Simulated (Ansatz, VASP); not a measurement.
One calculation of Sb, two programs

```
Sb
1.0
     3.38805    0.00000    0.00000
     0.00000    3.38805    0.00000
     0.00000    0.00000   20.79140
Sb
3
Direct
  0.00000 0.00000 0.39092
  0.50000 0.50000 0.50000
  0.00000 0.00000 0.60908
```

Alike in both runs: task single point; functional PBE; k mesh 10 × 10 × 1; occupations fermi-dirac, width 0.05 eV; no spin polarisation.

|  | VASP | Ansatz |
| --- | --- | --- |
| version | VASP 6.6.1 | Ansatz 0.2.0 |
| potentials or method | VASP PAW PBE potentials, release 64 (Sb), cutoff 520 eV | all-electron LAPW, scalar-relativistic |

```csv
,VASP,Ansatz,Ansatz less VASP
rms of the force components (eV/Å),0.007,0.004,-0.0033
```

Atom by atom the forces differ by 0.003 eV/Å (rms over components). Ansatz ran all-electron here, and VASP with PAW potentials. Ansatz's warnings: slab cell height set.

Spin-orbit coupling is off throughout.
